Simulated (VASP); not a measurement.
# BeTe (I-4m2) in VASP: further runs

Aim: see how the results for BeTe move with the level of theory and the settings. Levels: PBE, r2SCAN, HSE06. Tasks: single point.

All numbers are computed with VASP 6.6.1; they aren't measurements. Logs are shortened: lines on timing, memory, paths and dates and some standing lists are left out, and cuts for length are marked.

**1. The cell of the first run**

Symmetry: I-4m2, No. 119, tetragonal system. Conventional cell: a = 4.000 Å, b = 4.000 Å, c = 5.885 Å, α = 90.00°, β = 90.00°, γ = 90.00°. Be (site symmetry -4m2) has 4 Te at 2.48 Å within 3.3 Å. Te (site symmetry -4m2) has 4 Be at 2.48 Å within 3.3 Å.

**2. Single point, PBE (uniaxial x strain +4.0%)**

INCAR reads:

```
SYSTEM = BeTe
  PREC = Accurate
  ENCUT = 520
  EDIFF = 1E-6
  ISMEAR = -1
  SIGMA = 0.02
  LREAL = .False.
  LASPH = .True.
  NELM = 60
  ALGO = Normal
  ISIF = 2
  LWAVE = .False.
  LCHARG = .False.
  GGA = PE
  NBANDS = 11
```

KPOINTS reads:

```
regular mesh
0
Gamma
  8 8 8
  0 0 0
```

POSCAR reads:

```
BeTe
1.0
    0.0000000000      2.8286236224      2.8286236224
    2.9423342920      0.0000000000      2.8286236224
    2.9423342920      2.8286236224      0.0000000000
Be Te
1 1
Direct
    0.0000000000      0.0000000000      0.0000000000
    0.2500000000      0.2500000000      0.2500000000
```

Potentials or basis: VASP PAW PBE potentials, release 64 (Be, Te).

Run with:

```
$ cat potpaw_PBE.64/Be/POTCAR potpaw_PBE.64/Te/POTCAR > POTCAR
$ mpirun -np 1 vasp_std > vasp.out
```

OUTCAR:

```text
SYSTEM = BeTe
   PREC = Accurate
   ENCUT = 520
   EDIFF = 1E-6
   ISMEAR = -1
   LREAL = .False.
   LASPH = .True.
   NELM = 60
   ISIF = 2
   GGA = PE

 ion  position               nearest neighbor table
   1  0.000  0.000  0.000-   2 2.48   2 2.48   2 2.48   2 2.48
   2  0.250  0.250  0.250-   1 2.48   1 2.48   1 2.48   1 2.48

  LATTYP: Found a body centered tetragonal cell.
 ALAT       =     4.0002778896
 C/A-ratio  =     1.4710649476

  Lattice vectors:

 A1 = (   2.9423342920,   0.0000000000,   2.8286236224)
 A2 = (   2.9423342920,   0.0000000000,  -2.8286236224)
 A3 = (  -2.9423342920,   2.8286236224,   0.0000000000)

Analysis of symmetry for initial positions (statically):
=====================================================================
 Subroutine PRICEL returns:
 Original cell was already a primitive cell.

 Routine SETGRP: Setting up the symmetry group for a
 body centered tetragonal supercell.

 Subroutine GETGRP returns: Found  8 space group operations
 (whereof  8 operations were pure point group operations)
 out of a pool of 16 trial point group operations.

The static configuration has the point symmetry D_2d.

Analysis of symmetry for dynamics (positions and initial velocities):
=====================================================================
 Subroutine PRICEL returns:
 Original cell was already a primitive cell.

 Routine SETGRP: Setting up the symmetry group for a
 body centered tetragonal supercell.

 Subroutine GETGRP returns: Found  8 space group operations
 (whereof  8 operations were pure point group operations)
 out of a pool of 16 trial point group operations.

The dynamic configuration has the point symmetry D_2d.

 Subroutine INISYM returns: Found  8 space group operations
 (whereof  8 operations are pure point group operations),
 and found     1 'primitive' translations

----------------------------------------------------------------------------------------

                                     Primitive cell

  volume of cell :      47.0839

  direct lattice vectors                    reciprocal lattice vectors
     0.000000000  2.828623622  2.828623622    -0.169933104  0.176764415  0.176764415
     2.942334292  0.000000000  2.828623622     0.169933104 -0.176764415  0.176764415
     2.942334292  2.828623622  0.000000000     0.169933104  0.176764415 -0.176764415

  length of vectors
     4.000277890  4.081475552  4.081475552     0.302272355  0.302272355  0.302272355

  position of ions in fractional coordinates (direct lattice)
     0.000000000  0.000000000  0.000000000
     0.250000000  0.250000000  0.250000000

  ion indices of the primitive-cell ions
   primitive index   ion index
                 1           1
                 2           2

----------------------------------------------------------------------------------------

 KPOINTS: regular mesh

Automatic generation of k-mesh.
 Grid dimensions read from file:
 generate k-points for:    8    8    8

 Generating k-lattice:

  Cartesian coordinates                     Fractional coordinates (reciprocal lattice)
    -0.021241638  0.022095552  0.022095552     0.125000000 -0.000000000 -0.000000000
     0.021241638 -0.022095552  0.022095552     0.000000000  0.125000000  0.000000000
     0.021241638  0.022095552 -0.022095552     0.000000000  0.000000000  0.125000000

  Length of vectors
     0.037784044  0.037784044  0.037784044

  Shift w.r.t. Gamma in fractional coordinates (k-lattice)
     0.000000000  0.000000000  0.000000000

 Subroutine IBZKPT returns following result:
 ===========================================

 Found     59 irreducible k-points:

 Following reciprocal coordinates:
            Coordinates               Weight
  0.000000  0.000000  0.000000      1.000000
  0.125000  0.000000  0.000000      8.000000
  0.250000  0.000000  0.000000      8.000000
  0.375000  0.000000  0.000000      8.000000
  0.500000  0.000000  0.000000      4.000000
  0.125000  0.125000  0.000000      4.000000
[... 16 lines left out ...]
  0.250000  0.125000  0.125000      4.000000
  0.375000  0.125000  0.125000      8.000000
 [... further k-points ...]
   k-points           NKPTS =     59   k-points in BZ     NKDIM =     59   number of bands    NBANDS=     11
   number of dos      NEDOS =    301   number of ions     NIONS =      2
   total plane-waves  NPLWV =  27000
   dimension x,y,z NGX =    30 NGY =   30 NGZ =   30
   dimension x,y,z NGXF=    60 NGYF=   60 NGZF=   60
   ions per type =               1   1
   NGX,Y,Z   is equivalent  to a cutoff of  12.47, 12.22, 12.22 a.u.
   NGXF,Y,Z  is equivalent  to a cutoff of  24.94, 24.44, 24.44 a.u.
 SYSTEM =  BeTe
   PREC   = accura    normal or accurate (medium, high low for compatibility)
   ISTART =      0    job   : 0-new  1-cont  2-samecut
   ICHARG =      2    charge: 1-file 2-atom 10-const
   ISPIN  =      1    spin polarized calculation?
   LNONCOLLINEAR =      F non collinear calculations
   LSORBIT =      F    spin-orbit coupling
   LASPH  =      T    aspherical Exc in radial PAW
   ENCUT  =  520.0 eV  38.22 Ry    6.18 a.u.   7.44  7.59  7.59*2*pi/ulx,y,z
   NELM   =     60;   NELMIN=  2; NELMDL= -5     # of ELM steps
   EDIFF  = 0.1E-05   stopping-criterion for ELM
   LREAL  =      F    real-space projection
   EDIFFG = 0.1E-04   stopping-criterion for IOM
   NSW    =      0    number of steps for IOM
   IBRION =     -1    ionic relax: 0-MD 1-quasi-New 2-CG
[... 8 lines left out ...]
   EMIN   =  10.00;   EMAX   =-10.00  energy-range for DOS
   EFERMI =   0.00;   METHOD = LEGACY
   ISMEAR =    -1;   SIGMA  =   0.02  broadening in eV -4-tet -1-fermi 0-gaus
   EFERMI_NEDOS =   21; number of points for ismear=-14 and -15
   IALGO  =     38    algorithm
   IMIX   =      4    mixing-type and parameters
     AMIX     =   0.40;   BMIX     =  1.00
     AMIX_MAG =   1.60;   BMIX_MAG =  1.00
  volume/ion in A,a.u.               =      23.54       158.87
  Fermi-wavevector in a.u.,A,eV,Ry     =   0.906736  1.713482 11.186297  0.822170
  Thomas-Fermi vector in A             =   2.030459
   LORBIT       =      0    0 simple, 1 ext, 2 COOP (PROOUT), +10 PAW based schemes
   GGA     = PE    functional components
   LHFCALC =     F    Hartree Fock is set to
   AEXX    =    0.0000 exact exchange contribution
   IVDW    =     0    specifies the selected vdW correction
   LEPSILON=     F    determine dielectric tensor
   LRPA    =     F    only Hartree local field effects (RPA)
 non-spin polarized calculation
  energy-cutoff  :      520.00
  volume of cell :       47.08
 maximum number of plane-waves:      1287
 NGX is ok and might be reduce to    30
   NGX = 15   NGY = 15   NGZ = 15

 number of electron       8.0000000 magnetization

 Free energy of the ion-electron system (eV)
  ---------------------------------------------------
  ext. energy  EPLUGINS =         0.00000000
  ---------------------------------------------------
  free energy    TOTEN  =        -7.60644895 eV

  energy without entropy =       -7.60644895  energy(sigma->0) =       -7.60644895

 E-fermi :   4.9791     XC(G=0):  -8.8473

 val. band max:        4.5930303397   @ k =   0.0000   0.0000   0.0000
 cond. band min:       6.5388455424   @ k =   0.5000   0.5000   0.0000
 fundamental gap:      1.9458152028
 Fermi energy:         4.9791026955

 k-point     1 :       0.0000    0.0000    0.0000
  band No.  band energies     occupation
      1      -7.4382      2.00000
      2       4.3764      2.00000
      3       4.5930      2.00000
      4       4.5930      2.00000
      5       7.9537      0.00000
      6       8.1524      0.00000
      7       8.1524      0.00000
      8       8.2346      0.00000
      9      12.7607      0.00000
     10      14.2461      0.00000
     11      15.0328      0.00000

 k-point     2 :       0.1250    0.0000    0.0000
  band No.  band energies     occupation
      1      -7.3017      2.00000
      2       3.2671      2.00000
      3       4.2237      2.00000
      4       4.3978      2.00000
      5       7.9382      0.00000
      6       8.4733      0.00000
      7       8.5189      0.00000
      8       9.3507      0.00000
      9      13.1776      0.00000
     10      13.5107      0.00000
     11      14.0552      0.00000

 k-point     3 :       0.2500    0.0000    0.0000
  band No.  band energies     occupation
      1      -6.9279      2.00000
      2       1.3796      2.00000
      3       3.7817      2.00000
      4       4.0276      2.00000
      5       7.6862      0.00000
      6       8.9871      0.00000
      7       9.0244      0.00000
      8      11.2726      0.00000
      9      13.2785      0.00000
     10      13.6317      0.00000
     11      13.6655      0.00000

 k-point     4 :       0.3750    0.0000    0.0000
  band No.  band energies     occupation
      1      -6.4600      2.00000
      2      -0.1011      2.00000
      3       3.4394      2.00000
      4       3.7407      2.00000
      5       7.4842      0.00000
      6       9.0950      0.00000
      7       9.2409      0.00000
      8      12.3362      0.00000
      9      13.9336      0.00000
     10      14.4431      0.00000
     11      14.6580      0.00000

 k-point     5 :       0.5000    0.0000    0.0000
  band No.  band energies     occupation
      1      -6.2210      2.00000
      2      -0.6886      2.00000
      3       3.3156      2.00000
      4       3.6376      2.00000
      5       7.4109      0.00000
      6       9.0687      0.00000
      7       9.2437      0.00000
      8      12.3600      0.00000
      9      15.1488      0.00000
     10      15.6893      0.00000
     11      16.0370      0.00000

 k-point     6 :       0.1250    0.1250    0.0000
  band No.  band energies     occupation
      1      -7.2510      2.00000
      2       3.5024      2.00000
      3       3.8046      2.00000
      4       3.9537      2.00000
      5       7.7712      0.00000
      6       8.9229      0.00000
      7       8.9721      0.00000
      8       9.2196      0.00000
      9      12.7823      0.00000
     10      13.6634      0.00000
     11      14.6379      0.00000

 k-point     7 :       0.2500    0.1250    0.0000
  band No.  band energies     occupation
      1      -6.9501      2.00000
      2       1.9280      2.00000
      3       3.4002      2.00000
      4       3.6561      2.00000
      5       7.8296      0.00000
      6       8.8693      0.00000
      7       9.7470      0.00000
      8      10.2985      0.00000
      9      12.8675      0.00000
     10      14.2248      0.00000
     11      14.5697      0.00000

 k-point     8 :       0.3750    0.1250   -0.0000
  band No.  band energies     occupation
      1      -6.5009      2.00000
      2       0.3747      2.00000
      3       3.0778      2.00000
      4       3.2698      2.00000
      5       7.9002      0.00000
      6       9.1099      0.00000
      7       9.9454      0.00000
      8      10.9015      0.00000
      9      14.1900      0.00000
     10      14.4613      0.00000
     11      15.3485      0.00000
[... 141 lines left out ...]
 k-point    19 :       0.5000    0.3750    0.0000
  band No.  band energies     occupation
      1      -5.8206      2.00000
      2      -0.0381      2.00000
      3       1.6514      2.00000
      4       2.1468      2.00000
      5       6.8904      0.00000
      6       7.8836      0.00000
      7      12.6487      0.00000
      8      13.1982      0.00000
      9      15.2342      0.00000
     10      16.4937      0.00000
     11      16.8486      0.00000

 k-point    20 :      -0.3750    0.3750   -0.0000
  band No.  band energies     occupation
      1      -5.7757      2.00000
      2       0.0565      2.00000
      3       0.9272      2.00000
      4       2.3701      2.00000
      5       7.2037      0.00000
      6       9.5889      0.00000
      7      12.1040      0.00000
      8      12.3975      0.00000
      9      13.5474      0.00000
     10      14.9093      0.00000
     11      17.5374      0.00000

 k-point    21 :       0.5000    0.5000    0.0000
  band No.  band energies     occupation
      1      -5.7326      2.00000
      2      -0.2482      2.00000
      3       1.9562      2.00000
      4       2.0215      2.00000
      5       6.5388      0.00000
      6       7.1528      0.00000
      7      13.7779      0.00000
      8      13.9172      0.00000
      9      15.7591      0.00000
     10      16.8942      0.00000
     11      17.6118      0.00000

 k-point    22 :       0.0000    0.1250    0.1250
  band No.  band energies     occupation
      1      -7.2661      2.00000
      2       3.3177      2.00000
      3       4.0185      2.00000
      4       4.0185      2.00000
      5       7.8917      0.00000
      6       8.9695      0.00000
      7       9.0276      0.00000
      8       9.0276      0.00000
      9      12.2852      0.00000
     10      13.4581      0.00000
     11      15.2565      0.00000

 k-point    23 :       0.2500    0.1250    0.1250
  band No.  band energies     occupation
      1      -7.0761      2.00000
      2       2.3090      2.00000
      3       3.2642      2.00000
      4       4.3874      2.00000
      5       8.3527      0.00000
      6       8.5883      0.00000
      7       8.8145      0.00000
      8      10.3207      0.00000
      9      13.0330      0.00000
     10      13.6079      0.00000
     11      14.3780      0.00000

 k-point    24 :       0.3750    0.1250    0.1250
  band No.  band energies     occupation
      1      -6.6572      2.00000
      2       0.8073      2.00000
      3       2.6618      2.00000
      4       4.0177      2.00000
      5       8.3184      0.00000
      6       9.1424      0.00000
      7       9.3290      0.00000
      8      11.0985      0.00000
      9      12.9435      0.00000
     10      14.1111      0.00000
     11      15.4584      0.00000

 [... further k-points ...]
[... 5 lines left out ...]
  --------------------------------------------------------------------------------------
  -------------------------------------------------------------------------------------
  Total       -1.0012246     -0.2820649     -0.2820649      0.0000000      0.0000000      0.0000000
  in kB      -34.0698139     -9.5981431     -9.5981431      0.0000000      0.0000000      0.0000000
  external PRESSURE =     -17.7553667 kB  Pullay stress =       0.0000000 kB

 VOLUME and BASIS-vectors are now :
 -----------------------------------------------------------------------------
  energy-cutoff  :      520.00
  volume of cell :       47.08
      direct lattice vectors                 reciprocal lattice vectors
     0.000000000  2.828623622  2.828623622    -0.169933104  0.176764415  0.176764415
     2.942334292  0.000000000  2.828623622     0.169933104 -0.176764415  0.176764415
     2.942334292  2.828623622  0.000000000     0.169933104  0.176764415 -0.176764415

 POSITION                                       TOTAL-FORCE (eV/Angst)
 -----------------------------------------------------------------------------------
      0.00000      0.00000      0.00000         0.000000      0.000000      0.000000
      1.47117      1.41431      1.41431        -0.000000     -0.000000     -0.000000
 -----------------------------------------------------------------------------------
    total drift:                                0.000000      0.000000      0.000000

  FREE ENERGIE OF THE ION-ELECTRON SYSTEM (eV)
  ---------------------------------------------------
  free  energy   TOTEN  =        -7.6064489451 eV

  energy  without entropy=       -7.6064489451  energy(sigma->0) =       -7.60644895
```

Wall time 22 s (1 thread of Intel Xeon Platinum 8488C (Sapphire Rapids), shared host); peak memory 0.18 GiB.

Results:

```yaml
Free_energy: -7.6064 eV
Pressure: -1.8 GPa
Band_gap_on_the_k_mesh: 1.95 eV, indirect (least direct gap 3.36 eV)
```

Stress tensor (GPa, compression positive):
```
-3.41  0.00  0.00
 0.00 -0.96  0.00
 0.00  0.00 -0.96
```

Levels at points of the mesh, in eV from the valence-band top:
```
           k point  band 2  band 3  band 4  band 5  band 6  band 7
(0.00, 0.00, 0.00)   -0.22    0.00    0.00    3.36    3.56    3.56
(0.50, 0.00, 0.00)   -5.28   -1.28   -0.96    2.82    4.48    4.65
(0.50, 0.50, 0.00)   -4.84   -2.64   -2.57    1.95    2.56    9.18
(0.00, 0.50, 0.50)   -5.04   -2.35   -2.35    2.20    2.87    9.25
```

Caveat: the cell differs from its parent crystal (uniaxial x strain +4.0%); spin-orbit coupling is left out, which moves the levels of the heavy elements.

[end of part 1 of 2]
